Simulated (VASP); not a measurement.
Wanted: the native input for a VASP 6.6.1 run.

```yaml
Task: relaxation of cell and atoms
Functional: r2SCAN
Potentials_or_basis: VASP PAW PBE potentials, release 64 (Zr_sv, C)
Cutoff: 600 eV
k_mesh: 11 × 11 × 11
Occupations: fermi-dirac, width 0.1 eV
Spin: no spin polarisation
Dipole_correction: no
Further_INCAR_settings: ALGO = Normal; EDIFF = 1e-06; IBRION = 2; EDIFFG = -0.01; NSW = 80; ISIF = 3
```

Crystal: ZrC.

```
Zr C
1.0
     0.00000    2.36500    2.36500
     2.36500    0.00000    2.36500
     2.36500    2.36500    0.00000
Zr C
1 1
Direct
  0.50000 0.50000 0.50000
  0.00000 0.00000 0.00000
```

The input as run:

POSCAR

```
ZrC
1.0
    0.0000000000      2.3650000000      2.3650000000
    2.3650000000      0.0000000000      2.3650000000
    2.3650000000      2.3650000000      0.0000000000
Zr C
1 1
Direct
    0.5000000000      0.5000000000      0.5000000000
    0.0000000000      0.0000000000      0.0000000000
```

INCAR.step1

```
  ALGO = Normal
  EDIFF = 1E-4
  ENCUT = 600
  GGA = PE
  ISMEAR = -1
  LASPH = T
  LCHARG = F
  LREAL = F
  LWAVE = T
  NELM = 80
  PREC = Accurate
  SIGMA = 0.1
```

INCAR.step2

```
  ALGO = Normal
  EDIFF = 1E-6
  EDIFFG = -0.01
  ENCUT = 600
  IBRION = 2
  ISIF = 3
  ISMEAR = -1
  ISTART = 1
  LASPH = T
  LCHARG = F
  LMIXTAU = T
  LREAL = F
  LWAVE = F
  METAGGA = R2SCAN
  NELM = 80
  NSW = 80
  PREC = Accurate
  SIGMA = 0.1
```

KPOINTS

```
k-points
0
Gamma
  11 11 11
```

Potentials or basis: VASP PAW PBE potentials, release 64 (Zr_sv, C).

Launch:

```console
$ cat potpaw_PBE.64/Zr_sv/POTCAR potpaw_PBE.64/C/POTCAR > POTCAR
$ cp INCAR.step1 INCAR
$ mpirun -np 1 vasp_std > vasp.out
$ cp INCAR.step2 INCAR
$ mpirun -np 1 vasp_std > vasp.out
```

Results of the run:

The relaxed volume is 13.08 Å³/atom. The relaxed cell is a = 3.332 Å, b = 3.332 Å, c = 3.332 Å, α = 60.00°, β = 60.00°, γ = 60.00°, the space group after relaxing (to 0.1 Å) is Fm-3m (No. 225) and the energy gained by relaxing is 1.1 meV/atom. The ionic steps are 3, the pressure after relaxing is 0.0 GPa and the band gap on the k mesh is zero (bands 8 and 9 overlap by 1.32 eV).

Caveat: the PAW data sets were made with another functional, which shifts forces and pressure a little.

Wall time 2 min on 1 thread of Intel(R) Xeon(R) 6975P-C (Granite Rapids), with other jobs on the host, peak memory 0.19 GiB.
